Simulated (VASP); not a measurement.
# AlNi (Pm) in VASP: further runs

The runs below take AlNi through single point, with PBE.

Program: VASP 6.6.1. These are calculated values, not measurements. Logs are shortened: lines on timing, memory, paths and dates and some standing lists are left out, and cuts for length are marked.

## (1) The cell of the first run

The structure is monoclinic, space group Pm (No. 6). The conventional cell has a = 2.893 Å, b = 2.893 Å, c = 2.893 Å, α = 90.00°, β = 90.00°, γ = 90.00°. Within 3.1 Å of Al (site symmetry m) lie 8 Ni at 2.36 to 2.66 Å and 6 Al at 2.89 Å. Within 3.1 Å of Ni (site symmetry m) lie 8 Al at 2.36 to 2.66 Å and 6 Ni at 2.89 Å.

## (2) Single point, PBE (atoms displaced along several vibrational modes)

INCAR

```
  PREC = Accurate
  ENCUT = 520
  EDIFF = 1E-7
  ISMEAR = 0
  SIGMA = 0.15
  LREAL = F
  LASPH = T
  NELM = 80
  ALGO = Fast
  ISIF = 2
  LWAVE = F
  LCHARG = F
  GGA = PE
  NBANDS = 14
```

KPOINTS

```
regular mesh
0
Gamma
  16 16 16
```

POSCAR

```
AlNi
1.0
    2.8927237805      0.0000000000      0.0000000000
    0.0000000000      2.8927237805      0.0000000000
    0.0000000000      0.0000000000      2.8927237805
Al Ni
1 1
Direct
   -0.0345694949     -0.0276555959      0.0000000000
    0.5158917043      0.5127133634      0.5000000000
```

Potentials or basis: VASP PAW PBE potentials, release 64 (Al, Ni).

Run with:

```console
cat potpaw_PBE.64/Al/POTCAR potpaw_PBE.64/Ni/POTCAR > POTCAR
mpirun -np 1 vasp_std > vasp.out
```

OUTCAR:

```text
PREC = Accurate
   ENCUT = 520
   EDIFF = 1E-7
   ISMEAR = 0
   LREAL = F
   LASPH = T
   NELM = 80
   ISIF = 2
   GGA = PE

 ion  position               nearest neighbor table
   1  0.965  0.972  0.000-   2 2.36   2 2.36   2 2.50   2 2.50   2 2.53   2 2.53   2 2.66   2 2.66

   2  0.516  0.513  0.500-   1 2.36   1 2.36   1 2.50   1 2.50   1 2.53   1 2.53   1 2.66   1 2.66

  LATTYP: Found a simple cubic cell.
 ALAT       =     2.8927237805

  Lattice vectors:

 A1 = (   2.8927237805,   0.0000000000,   0.0000000000)
 A2 = (   0.0000000000,   2.8927237805,   0.0000000000)
 A3 = (   0.0000000000,   0.0000000000,   2.8927237805)

Analysis of symmetry for initial positions (statically):
=====================================================================
 Subroutine PRICEL returns:
 Original cell was already a primitive cell.

 Routine SETGRP: Setting up the symmetry group for a
 simple cubic supercell.

 Subroutine GETGRP returns: Found  2 space group operations
 (whereof  2 operations were pure point group operations)
 out of a pool of 48 trial point group operations.

The static configuration has the point symmetry C_1h.

Analysis of symmetry for dynamics (positions and initial velocities):
=====================================================================
 Subroutine PRICEL returns:
 Original cell was already a primitive cell.

 Routine SETGRP: Setting up the symmetry group for a
 simple cubic supercell.

 Subroutine GETGRP returns: Found  2 space group operations
 (whereof  2 operations were pure point group operations)
 out of a pool of 48 trial point group operations.

The dynamic configuration has the point symmetry C_1h.

 Subroutine INISYM returns: Found  2 space group operations
 (whereof  2 operations are pure point group operations),
 and found     1 'primitive' translations

----------------------------------------------------------------------------------------

                                     Primitive cell

  volume of cell :      24.2059

  direct lattice vectors                    reciprocal lattice vectors
     2.892723780  0.000000000  0.000000000     0.345694949  0.000000000  0.000000000
     0.000000000  2.892723780  0.000000000     0.000000000  0.345694949  0.000000000
     0.000000000  0.000000000  2.892723780     0.000000000  0.000000000  0.345694949

  length of vectors
     2.892723780  2.892723780  2.892723780     0.345694949  0.345694949  0.345694949

  position of ions in fractional coordinates (direct lattice)
     0.965430505  0.972344404  0.000000000
     0.515891704  0.512713363  0.500000000

  ion indices of the primitive-cell ions
   primitive index   ion index
                 1           1
                 2           2

----------------------------------------------------------------------------------------

 KPOINTS: regular mesh

Automatic generation of k-mesh.
 Grid dimensions read from file:
 generate k-points for:   16   16   16

 Generating k-lattice:

  Cartesian coordinates                     Fractional coordinates (reciprocal lattice)
     0.021605934  0.000000000  0.000000000     0.062500000  0.000000000  0.000000000
     0.000000000  0.021605934  0.000000000     0.000000000  0.062500000  0.000000000
     0.000000000  0.000000000  0.021605934     0.000000000  0.000000000  0.062500000

  Length of vectors
     0.021605934  0.021605934  0.021605934

  Shift w.r.t. Gamma in fractional coordinates (k-lattice)
     0.000000000  0.000000000  0.000000000

 Subroutine IBZKPT returns following result:
 ===========================================

 Found   1170 irreducible k-points:

 Following reciprocal coordinates:
            Coordinates               Weight
  0.000000  0.000000  0.000000      1.000000
  0.062500  0.000000  0.000000      2.000000
  0.000000  0.062500  0.000000      2.000000
  0.000000  0.000000  0.062500      2.000000
  0.125000  0.000000  0.000000      2.000000
  0.000000  0.125000  0.000000      2.000000
[... 16 lines left out ...]
  0.500000  0.000000  0.000000      1.000000
  0.000000  0.500000  0.000000      1.000000
 [... further k-points ...]
   k-points           NKPTS =   1170   k-points in BZ     NKDIM =   1170   number of bands    NBANDS=     14
   number of dos      NEDOS =    301   number of ions     NIONS =      2
   total plane-waves  NPLWV =  13824
   dimension x,y,z NGX =    24 NGY =   24 NGZ =   24
   dimension x,y,z NGXF=    48 NGYF=   48 NGZF=   48
   ions per type =               1   1
   NGX,Y,Z   is equivalent  to a cutoff of  13.79, 13.79, 13.79 a.u.
   NGXF,Y,Z  is equivalent  to a cutoff of  27.59, 27.59, 27.59 a.u.
 SYSTEM =  unknown system
   PREC   = accura    normal or accurate (medium, high low for compatibility)
   ISTART =      0    job   : 0-new  1-cont  2-samecut
   ICHARG =      2    charge: 1-file 2-atom 10-const
   ISPIN  =      1    spin polarized calculation?
   LNONCOLLINEAR =      F non collinear calculations
   LSORBIT =      F    spin-orbit coupling
   LASPH  =      T    aspherical Exc in radial PAW
   ENCUT  =  520.0 eV  38.22 Ry    6.18 a.u.   5.38  5.38  5.38*2*pi/ulx,y,z
   NELM   =     80;   NELMIN=  2; NELMDL= -5     # of ELM steps
   EDIFF  = 0.1E-06   stopping-criterion for ELM
   LREAL  =      F    real-space projection
   EDIFFG = 0.1E-05   stopping-criterion for IOM
   NSW    =      0    number of steps for IOM
   IBRION =     -1    ionic relax: 0-MD 1-quasi-New 2-CG
   NFREE  =      0    steps in history (QN), initial steepest desc. (CG)
   ISIF   =      2    stress and relaxation
   ISYM   =      2    0-nonsym 1-usesym 2-fastsym
   POTIM  = 0.5000    time-step for ionic-motion
   TEBEG  =    0.0;   TEEND  =   0.0 temperature during run
   PSTRESS=    0.0 pullay stress
   NELECT =      13.0000    total number of electrons
   NUPDOWN=      -1.0000    fix difference up-down
   EMIN   =  10.00;   EMAX   =-10.00  energy-range for DOS
   EFERMI =   0.00;   METHOD = LEGACY
   ISMEAR =     0;   SIGMA  =   0.15  broadening in eV -4-tet -1-fermi 0-gaus
   EFERMI_NEDOS =   21; number of points for ismear=-14 and -15
   IALGO  =     68    algorithm
   IMIX   =      4    mixing-type and parameters
     AMIX     =   0.40;   BMIX     =  1.00
     AMIX_MAG =   1.60;   BMIX_MAG =  1.00
  volume/ion in A,a.u.               =      12.10        81.67
  Fermi-wavevector in a.u.,A,eV,Ry     =   1.330707  2.514671 24.092926  1.770780
  Thomas-Fermi vector in A             =   2.459773
   LORBIT       =      0    0 simple, 1 ext, 2 COOP (PROOUT), +10 PAW based schemes
   GGA     = PE    functional components
   LHFCALC =     F    Hartree Fock is set to
   AEXX    =    0.0000 exact exchange contribution
   IVDW    =     0    specifies the selected vdW correction
   LEPSILON=     F    determine dielectric tensor
   LRPA    =     F    only Hartree local field effects (RPA)
 non-spin polarized calculation
 RMM-DIIS sequential band-by-band and
 Gauss-broadening in eV      SIGMA  =   0.15
  energy-cutoff  :      520.00
  volume of cell :       24.21
 maximum number of plane-waves:       672
 NGX is ok and might be reduce to    24
   NGX = 11   NGY = 11   NGZ = 11

 number of electron      13.0000001 magnetization

 Free energy of the ion-electron system (eV)
  ---------------------------------------------------
  ext. energy  EPLUGINS =         0.00000000
  ---------------------------------------------------
  free energy    TOTEN  =       -10.44130469 eV

  energy without entropy =      -10.43255033  energy(sigma->0) =      -10.43692751

 E-fermi :   9.8557     XC(G=0): -11.9806

 val. band max:        9.8536695480   @ k =   0.3125   0.1250   0.3750
 cond. band min:       9.8561659781   @ k =   0.1250   0.3125  -0.3750
 fundamental gap:      0.0024964301
 Fermi energy:         9.8556994541

 k-point     1 :       0.0000    0.0000    0.0000
  band No.  band energies     occupation
      1      -1.1802      2.00000
      2       6.6490      2.00000
      3       6.6681      2.00000
      4       8.2865      2.00000
      5       8.3282      2.00000
      6       8.3363      2.00000
      7      15.2962      0.00000
      8      15.3224      0.00000
      9      15.3754      0.00000
     10      17.9913      0.00000
     11      17.9959      0.00000
     12      23.1679      0.00000
     13      30.3724      0.00000
     14      30.4001      0.00000

 k-point     2 :       0.0625    0.0000    0.0000
  band No.  band energies     occupation
      1      -1.1090      2.00000
      2       6.6571      2.00000
      3       6.6714      2.00000
      4       8.2690      2.00000
      5       8.2979      2.00000
      6       8.3261      2.00000
      7      14.5390      0.00000
      8      15.4164      0.00000
      9      15.4456      0.00000
     10      17.9976      0.00000
     11      18.7000      0.00000
     12      23.4146      0.00000
     13      29.6381      0.00000
     14      29.6696      0.00000

 k-point     3 :       0.0000    0.0625    0.0000
  band No.  band energies     occupation
      1      -1.1090      2.00000
      2       6.6511      2.00000
      3       6.6776      2.00000
      4       8.2646      2.00000
      5       8.2979      2.00000
      6       8.3303      2.00000
      7      14.5285      0.00000
      8      15.4167      0.00000
      9      15.4609      0.00000
     10      17.9990      0.00000
     11      18.6904      0.00000
     12      23.4176      0.00000
     13      29.6431      0.00000
     14      29.7021      0.00000
[... 324 lines left out ...]
 k-point    23 :       0.5000    0.0000    0.0000
  band No.  band energies     occupation
      1       2.8814      2.00000
      2       3.2632      2.00000
      3       7.1082      2.00000
      4       7.6245      2.00000
      5       7.6474      2.00000
      6       8.3919      2.00000
      7       9.2144      2.00000
      8      18.1940      0.00000
      9      19.7243      0.00000
     10      19.7657      0.00000
     11      20.6578      0.00000
     12      20.7424      0.00000
     13      23.8854      0.00000
     14      25.1245      0.00000

 k-point    24 :       0.0000    0.5000    0.0000
  band No.  band energies     occupation
      1       2.9116      2.00000
      2       3.2344      2.00000
      3       7.1144      2.00000
      4       7.6135      2.00000
      5       7.6485      2.00000
      6       8.3982      2.00000
      7       9.2061      2.00000
      8      18.1863      0.00000
      9      19.7648      0.00000
     10      19.8339      0.00000
     11      20.5779      0.00000
     12      20.7128      0.00000
     13      23.9911      0.00000
     14      25.0199      0.00000

 [... further k-points ...]
[... 5 lines left out ...]
  --------------------------------------------------------------------------------------
  -------------------------------------------------------------------------------------
  Total        0.2737935      0.3293633      0.4413283      0.3558182      0.0000000      0.0000000
  in kB       18.1222774     21.8004213     29.2113382     23.5514632      0.0000000      0.0000000
  external PRESSURE =      23.0446790 kB  Pullay stress =       0.0000000 kB

 VOLUME and BASIS-vectors are now :
 -----------------------------------------------------------------------------
  energy-cutoff  :      520.00
  volume of cell :       24.21
      direct lattice vectors                 reciprocal lattice vectors
     2.892723780  0.000000000  0.000000000     0.345694949  0.000000000  0.000000000
     0.000000000  2.892723780  0.000000000     0.000000000  0.345694949  0.000000000
     0.000000000  0.000000000  2.892723780     0.000000000  0.000000000  0.345694949

 POSITION                                       TOTAL-FORCE (eV/Angst)
 -----------------------------------------------------------------------------------
      2.79272      2.81272      0.00000         0.870375      0.713447      0.000000
      1.49233      1.48314      1.44636        -0.870375     -0.713447      0.000000
 -----------------------------------------------------------------------------------
    total drift:                                0.000352      0.000238     -0.000012

  FREE ENERGIE OF THE ION-ELECTRON SYSTEM (eV)
  ---------------------------------------------------
  free  energy   TOTEN  =       -10.4413046917 eV

  energy  without entropy=      -10.4325503304  energy(sigma->0) =      -10.43692751
```

It took 5.5 min on 1 thread of Intel Xeon Platinum 8259CL at 2.50GHz (Skylake/Cascade Lake), shared host; peak memory 0.5 GiB.

Results:

- Free energy: -10.4413 eV
- Pressure: 2.3 GPa
- Largest force: 1.125 eV/Å
- Band gap on the k mesh: zero (an odd number of electrons rules out a gap without spin polarisation)

Forces in eV/Å, atoms in the order of the input:
```
Al   0.870  0.713  0.000
Ni  -0.870 -0.713  0.000
```

Caveat: the cell differs from its parent crystal (atoms displaced along several vibrational modes); forces of over 1 eV/Å act on the atoms, so gaps and moduli don't describe the material at rest. Spin polarisation is off, so any magnetic state and its effect on volume and gap are missing.

## (3) Single point, PBE (atoms displaced along several vibrational modes)

INCAR

```
SYSTEM = AlNi
ALGO = Fast ; EDIFF = 1E-7
ENCUT = 520 ; GGA = PE
ISIF = 2 ; ISMEAR = 0
LASPH = .TRUE. ; LCHARG = .TRUE.
LELF = .TRUE. ; LREAL = .FALSE.
LVHAR = .TRUE. ; LWAVE = .FALSE.
NBANDS = 14 ; NELM = 60
PREC = Accurate ; SIGMA = 0.15
```

KPOINTS

```
k-points
0
G
  16 16 16
  0 0 0
```

POSCAR

```
AlNi
1.0
    2.8927237805      0.0000000000      0.0000000000
    0.0000000000      2.8927237805      0.0000000000
    0.0000000000      0.0000000000      2.8927237805
Al Ni
1 1
Direct
   -0.0276555959     -0.0207416969      0.0000000000
    0.5127133634      0.5095350226      0.5000000000
```

Potentials or basis: VASP PAW PBE potentials, release 64 (Al, Ni).

Run with:

```console
cat potpaw_PBE.64/Al/POTCAR potpaw_PBE.64/Ni/POTCAR > POTCAR
mpirun -np 1 vasp_std > vasp.out
```

Run time: 4.6 min. Hardware: 1 thread of Intel Xeon Platinum 8259CL at 2.50GHz (Skylake/Cascade Lake), shared host; peak memory 0.49 GiB.

It converged, with:

```yaml
Free_energy: -10.4820 eV
Pressure: 1.4 GPa
Largest_force: 0.860 eV/Å
Band_gap_on_the_k_mesh: zero (an odd number of electrons rules out a gap without spin polarisation)
```

Forces on the atoms (eV/Å):
```
Al   0.683  0.522  0.000
Ni  -0.683 -0.522  0.000
```

Stress tensor (GPa, compression positive):
```
1.10 1.42 0.00
1.42 1.39 0.00
0.00 0.00 1.78
```

Levels at points of the mesh, in eV from the Fermi level:
```csv
k point,band 4,band 5,band 6,band 7,band 8,band 9,band 10,band 11
"(0.00, 0.00, 0.00)",-1.55,-1.52,-1.52,5.44,5.46,5.49,8.11,8.12
"(0.50, 0.00, 0.00)",-2.22,-2.21,-1.45,-0.64,8.31,9.90,9.92,10.79
"(0.00, 0.50, 0.00)",-2.23,-2.21,-1.45,-0.65,8.30,9.93,9.98,10.72
"(0.00, 0.00, 0.50)",-2.23,-2.22,-1.44,-0.66,8.30,10.00,10.04,10.67
"(0.50, 0.50, 0.00)",-2.73,-2.07,-2.04,-1.01,1.46,2.39,12.17,14.93
"(0.00, 0.50, 0.50)",-2.83,-2.01,-2.00,-1.01,1.45,2.39,12.21,14.56
"(0.50, 0.00, 0.50)",-2.78,-2.04,-2.02,-1.01,1.46,2.39,12.19,14.68
"(0.50, 0.50, 0.50)",-0.98,-0.98,1.95,1.98,2.03,3.42,4.40,4.45
```

Caveat: the cell differs from its parent crystal (atoms displaced along several vibrational modes).
